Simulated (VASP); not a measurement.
# H15C2NO6 in VASP: a series of runs, part 2 of 2

VASP 6.6.1. Earlier steps stand in the parts before.

## (4) Molecular dynamics, PBE+D3(BJ)

Input file INCAR:

```
SYSTEM = H15C2NO6
PREC = Accurate
ENCUT = 520
EDIFF = 1E-5
ISMEAR = -1
SIGMA = 0.05
LREAL = Auto
LASPH = .TRUE.
NELM = 80
ALGO = Normal
ISIF = 2
LWAVE = .FALSE.
LCHARG = .FALSE.
GGA = PE
IVDW = 12
IBRION = 0
NSW = 40
POTIM = 0.5
TEBEG = 700.0
TEEND = 700.0
ISYM = 0
NELMIN = 4
RANDOM_SEED = 533774 0 0
MDALGO = 1
ANDERSEN_PROB = 0.0
```

Input file KPOINTS:

```
Automatic mesh
0
G
  1 1 1
  0 0 0
```

Input file POSCAR:

```
H15C2NO6
1.0
    6.6471370000      0.0000000000      0.0000000000
    0.0000000000      6.6471370000      0.0000000000
    0.0000000000      0.0000000000      6.6471370000
O H C N
6 15 2 1
Direct
    0.8630635600      0.3154506500      0.3023433800
    0.0877849500      0.4842662200      0.8279473600
    0.4244865800      0.6741585400      0.6441551400
    0.1944309400     -0.0106757000      0.2112597300
    0.7352483400      0.2200771600      0.7652770300
    0.3554759200      0.1653677800      0.6119899800
    0.9046451600      0.3778551100      0.1761585600
    0.9736012200      0.2211151900      0.2961230100
   -0.0346960000      0.4074508900      0.7977724600
    0.1333106600      0.4170669000      0.9400336400
    0.5061851500      0.7550549400      0.7293230200
    0.2989793700      0.6480797800      0.7240175200
    0.2901641600      0.0918975700      0.1624271700
    0.2246390600     -0.1422249900      0.1847036500
    0.6019669600      0.2679219500      0.8212396400
    0.6934437200      0.2416012800      0.6230828600
    0.2336691100      0.1816534200      0.6949842100
    0.2829790900      0.0815398000      0.5114229200
    0.7556442900      0.5772694500      0.2833770800
    0.7162215100      0.6112166600     -0.0078455000
    0.5831128500      0.7779601500      0.1804674200
    0.6511611300      0.6355598800      0.1504096500
    0.5072563500      0.4556202700      0.1740779800
    0.4326709700      0.3002746100      0.1580187600
```

Potentials or basis: VASP PAW PBE potentials, release 64 (O, H, C, N).

Run with:

```console
> cat potpaw_PBE.64/O/POTCAR potpaw_PBE.64/H/POTCAR potpaw_PBE.64/C/POTCAR potpaw_PBE.64/N/POTCAR > POTCAR
> mpirun -np 1 vasp_gam > vasp.out
```

OUTCAR:

```text
SYSTEM = H15C2NO6
   PREC = Accurate
   ENCUT = 520
   EDIFF = 1E-5
   ISMEAR = -1
   LREAL = Auto
   LASPH = .TRUE.
   NELM = 80
   ISIF = 2
   GGA = PE
   IVDW = 12
   IBRION = 0
   NSW = 40
   POTIM = 0.5
   TEBEG = 700.0
   ISYM = 0
   NELMIN = 4
 IVDW          = 12

 ion  position               nearest neighbor table
   1  0.863  0.315  0.302-   8 0.97   7 0.98
   2  0.088  0.484  0.828-  10 0.92   9 0.98
   3  0.424  0.674  0.644-  11 0.95  12 1.00
   4  0.194  0.989  0.211-  14 0.91  13 0.99
   5  0.735  0.220  0.765-  16 1.00  15 1.01
   6  0.355  0.165  0.612-  17 0.99  18 0.99
   7  0.905  0.378  0.176-   1 0.98
   8  0.974  0.221  0.296-   1 0.97
   9  0.965  0.407  0.798-   2 0.98
  10  0.133  0.417  0.940-   2 0.92
  11  0.506  0.755  0.729-   3 0.95
  12  0.299  0.648  0.724-   3 1.00
  13  0.290  0.092  0.162-   4 0.99
  14  0.225  0.858  0.185-   4 0.91
  15  0.602  0.268  0.821-   5 1.01
  16  0.693  0.242  0.623-   5 1.00
  17  0.234  0.182  0.695-   6 0.99
  18  0.283  0.082  0.511-   6 0.99
  19  0.756  0.577  0.283-  22 1.19
  20  0.716  0.611  0.992-  22 1.15
  21  0.583  0.778  0.180-  22 1.07
  22  0.651  0.636  0.150-  21 1.07  20 1.15  19 1.19  23 1.54
  23  0.507  0.456  0.174-  24 1.15  22 1.54
  24  0.433  0.300  0.158-  23 1.15

IMPORTANT INFORMATION: All symmetrisations will be switched off!
NOSYMM: (Re-)initialisation of all symmetry stuff for point group C_1.

----------------------------------------------------------------------------------------

                                     Primitive cell

  volume of cell :     293.7000

  direct lattice vectors                    reciprocal lattice vectors
     6.647137000  0.000000000  0.000000000     0.150440709  0.000000000  0.000000000
     0.000000000  6.647137000  0.000000000     0.000000000  0.150440709  0.000000000
     0.000000000  0.000000000  6.647137000     0.000000000  0.000000000  0.150440709

  length of vectors
     6.647137000  6.647137000  6.647137000     0.150440709  0.150440709  0.150440709

  position of ions in fractional coordinates (direct lattice)
     0.863063560  0.315450650  0.302343380
     0.087784950  0.484266220  0.827947360
     0.424486580  0.674158540  0.644155140
     0.194430940  0.989324300  0.211259730
     0.735248340  0.220077160  0.765277030
     0.355475920  0.165367780  0.611989980
[... 16 lines left out ...]
     0.507256350  0.455620270  0.174077980
     0.432670970  0.300274610  0.158018760

  ion indices of the primitive-cell ions
   primitive index   ion index
                 1           1
                 2           2
                 3           3
                 4           4
                 5           5
                 6           6
[... 16 lines left out ...]
                23          23
                24          24

----------------------------------------------------------------------------------------

 KPOINTS: Automatic mesh

Automatic generation of k-mesh.
 Grid dimensions read from file:
 generate k-points for:    1    1    1

 Generating k-lattice:

  Cartesian coordinates                     Fractional coordinates (reciprocal lattice)
     0.150440709  0.000000000  0.000000000     1.000000000  0.000000000  0.000000000
     0.000000000  0.150440709  0.000000000     0.000000000  1.000000000  0.000000000
     0.000000000  0.000000000  0.150440709     0.000000000  0.000000000  1.000000000

  Length of vectors
     0.150440709  0.150440709  0.150440709

  Shift w.r.t. Gamma in fractional coordinates (k-lattice)
     0.000000000  0.000000000  0.000000000

 Subroutine IBZKPT returns following result:
 ===========================================

 Found      1 irreducible k-points:

 Following reciprocal coordinates:
            Coordinates               Weight
  0.000000  0.000000  0.000000      1.000000
   k-points           NKPTS =      1   k-points in BZ     NKDIM =      1   number of bands    NBANDS=     45
   number of dos      NEDOS =    301   number of ions     NIONS =     24
   total plane-waves  NPLWV = 125000
   dimension x,y,z NGX =    50 NGY =   50 NGZ =   50
   dimension x,y,z NGXF=   100 NGYF=  100 NGZF=  100
   ions per type =               6  15   2   1
   NGX,Y,Z   is equivalent  to a cutoff of  12.51, 12.51, 12.51 a.u.
   NGXF,Y,Z  is equivalent  to a cutoff of  25.01, 25.01, 25.01 a.u.
 SYSTEM =  H15C2NO6
   PREC   = accura    normal or accurate (medium, high low for compatibility)
   ISTART =      0    job   : 0-new  1-cont  2-samecut
   ICHARG =      2    charge: 1-file 2-atom 10-const
   ISPIN  =      1    spin polarized calculation?
   LNONCOLLINEAR =      F non collinear calculations
   LSORBIT =      F    spin-orbit coupling
   LASPH  =      T    aspherical Exc in radial PAW
   ENCUT  =  520.0 eV  38.22 Ry    6.18 a.u.  12.36 12.36 12.36*2*pi/ulx,y,z
   NELM   =     80;   NELMIN=  4; NELMDL= -5     # of ELM steps
   EDIFF  = 0.1E-04   stopping-criterion for ELM
   LREAL  =      T    real-space projection
   EDIFFG = 0.1E-03   stopping-criterion for IOM
   NSW    =     40    number of steps for IOM
   IBRION =      0    ionic relax: 0-MD 1-quasi-New 2-CG
   NFREE  =      0    steps in history (QN), initial steepest desc. (CG)
   ISIF   =      2    stress and relaxation
   ISYM   =      0    0-nonsym 1-usesym 2-fastsym
   POTIM  = 0.5000    time-step for ionic-motion
   TEBEG  =  700.0;   TEEND  = 700.0 temperature during run
   PSTRESS=    0.0 pullay stress
   NELECT =      64.0000    total number of electrons
   NUPDOWN=      -1.0000    fix difference up-down
   EMIN   =  10.00;   EMAX   =-10.00  energy-range for DOS
   EFERMI =   0.00;   METHOD = LEGACY
   ISMEAR =    -1;   SIGMA  =   0.05  broadening in eV -4-tet -1-fermi 0-gaus
   EFERMI_NEDOS =   21; number of points for ismear=-14 and -15
   IALGO  =     38    algorithm
   IMIX   =      4    mixing-type and parameters
     AMIX     =   0.40;   BMIX     =  1.00
     AMIX_MAG =   1.60;   BMIX_MAG =  1.00
  volume/ion in A,a.u.               =      12.24        82.58
  Fermi-wavevector in a.u.,A,eV,Ry     =   0.985145  1.861654 13.204601  0.970511
  Thomas-Fermi vector in A             =   2.116430
   LORBIT       =      0    0 simple, 1 ext, 2 COOP (PROOUT), +10 PAW based schemes
   GGA     = PE    functional components
   LHFCALC =     F    Hartree Fock is set to
   AEXX    =    0.0000 exact exchange contribution
   IVDW    =    12    specifies the selected vdW correction
   LEPSILON=     F    determine dielectric tensor
   LRPA    =     F    only Hartree local field effects (RPA)
 molecular dynamics for ions
 non-spin polarized calculation
  energy-cutoff  :      520.00
  volume of cell :      293.70
 maximum number of plane-waves:      3941
 NGX is ok and might be reduce to    50
   NGX = 25   NGY = 25   NGZ = 25

--------------------------------------- Ionic step        1  -------------------------------------------

 number of electron      64.0000017 magnetization

 Free energy of the ion-electron system (eV)
  ---------------------------------------------------
  ext. energy  EPLUGINS =         0.00000000
  ---------------------------------------------------
  free energy    TOTEN  =      -122.11911178 eV

  energy without entropy =     -122.11911178  energy(sigma->0) =     -122.11911178

------------------------ aborting loop because EDIFF is reached ----------------------------------------

 Edisp (eV)   -0.80869

 E8    (eV) :    -0.1760
[... 197 lines left out ...]
  ENERGY OF THE ELECTRON-ION-THERMOSTAT SYSTEM (eV)
  ---------------------------------------------------
% ion-electron   TOTEN  =      -123.060806  see above
  kinetic energy EKIN   =         2.271718
  kin. lattice  EKIN_LAT=         0.000000  (temperature  764.12 K)
  nose potential ES     =         0.000000
  nose kinetic   EPS    =         0.000000
  ---------------------------------------------------
  total energy   ETOTAL =      -120.789088 eV

[... ionic steps 4 to 37 ...]

--------------------------------------- Ionic step       38  -------------------------------------------

 number of electron      63.9999983 magnetization

------------------------ aborting loop because EDIFF is reached ----------------------------------------
[... 139 lines left out ...]
--------------------------------------- Ionic step       40  -------------------------------------------

 number of electron      64.0000003 magnetization

 Free energy of the ion-electron system (eV)
  ---------------------------------------------------
  ext. energy  EPLUGINS =         0.00000000
  ---------------------------------------------------
  free energy    TOTEN  =      -122.89871358 eV

  energy without entropy =     -122.89871358  energy(sigma->0) =     -122.89871358

 E-fermi :  -2.6032     XC(G=0):  -6.2629

 val. band max:       -3.8208120178   @ k =   0.0000   0.0000   0.0000
 cond. band min:       0.5750364922   @ k =   0.0000   0.0000   0.0000
 fundamental gap:      4.3958485100
 Fermi energy:        -2.6032402813

 k-point     1 :       0.0000    0.0000    0.0000
  band No.  band energies     occupation
      1     -22.7268      2.00000
      2     -22.5398      2.00000
      3     -22.3329      2.00000
      4     -22.2357      2.00000
      5     -21.9816      2.00000
      6     -21.8450      2.00000
[... 36 lines left out ...]
     43       5.5415      0.00000
     44       5.8241      0.00000
 [bands above 44 left out]

------------------------ aborting loop because EDIFF is reached ----------------------------------------

 Edisp (eV)   -0.80422

 E8    (eV) :    -0.1748
[... 53 lines left out ...]
  ENERGY OF THE ELECTRON-ION-THERMOSTAT SYSTEM (eV)
  ---------------------------------------------------
% ion-electron   TOTEN  =      -123.702936  see above
  kinetic energy EKIN   =         2.909084
  kin. lattice  EKIN_LAT=         0.000000  (temperature  978.50 K)
  nose potential ES     =         0.000000
  nose kinetic   EPS    =         0.000000
  ---------------------------------------------------
  total energy   ETOTAL =      -120.793852 eV
```

Wall time 8.5 min (1 thread of Intel Xeon Platinum 8259CL at 2.50GHz (Skylake/Cascade Lake), shared host); peak memory 0.39 GiB.

What came out:

| Property | Result |
| --- | --- |
| Dispersion energy per atom | -0.034 eV |

Step by step:
```tsv
step	potential energy change (eV)	largest force (eV/Å)	pressure (GPa)	volume (Å³)	temperature (K)
1	0.0000	4.0727	0.41	293.70	721
2	-0.1223	3.9780	0.23	293.70	760
3	-0.1330	3.7367	0.08	293.70	764
4	-0.0352	3.3438	-0.01	293.70	733
5	0.0907	4.4123	-0.11	293.70	693
6	0.1356	4.9834	-0.30	293.70	679
7	0.0434	4.5033	-0.61	293.70	709
8	-0.1463	3.7383	-0.98	293.70	771
9	-0.3430	3.6381	-1.27	293.70	836
10	-0.4773	3.3717	-1.39	293.70	880
11	-0.5274	3.0934	-1.29	293.70	898
12	-0.5022	3.0474	-0.96	293.70	889
13	-0.4177	3.3479	-0.43	293.70	861
14	-0.2899	3.8657	0.20	293.70	819
15	-0.1444	4.2258	0.85	293.70	771
16	-0.0289	4.3260	1.39	293.70	733
17	-0.0034	5.2112	1.73	293.70	725
18	-0.0929	5.1153	1.81	293.70	754
19	-0.2417	4.6913	1.70	293.70	801
20	-0.3378	5.2383	1.56	293.70	832
21	-0.2934	5.6699	1.47	293.70	817
22	-0.1061	5.9735	1.49	293.70	756
23	0.1362	6.1346	1.54	293.70	677
24	0.3031	6.1506	1.47	293.70	623
25	0.3051	6.0240	1.23	293.70	622
26	0.1533	5.7616	0.85	293.70	671
27	-0.0663	5.3923	0.45	293.70	743
28	-0.2664	4.9503	0.16	293.70	809
29	-0.3993	4.7231	0.04	293.70	854
30	-0.4528	4.4917	0.14	293.70	872
31	-0.4348	4.4643	0.41	293.70	866
32	-0.3648	4.7722	0.76	293.70	843
33	-0.2752	4.3856	1.11	293.70	814
34	-0.2165	4.5071	1.34	293.70	795
35	-0.2493	5.2674	1.34	293.70	807
36	-0.4014	5.1150	1.08	293.70	857
37	-0.6242	3.9522	0.61	293.70	930
38	-0.8127	2.5875	0.08	293.70	991
39	-0.8743	2.8239	-0.37	293.70	1011
40	-0.7751	3.3989	-0.67	293.70	979
```

Caveat: the k points lie up to 0.95 Å⁻¹ apart.
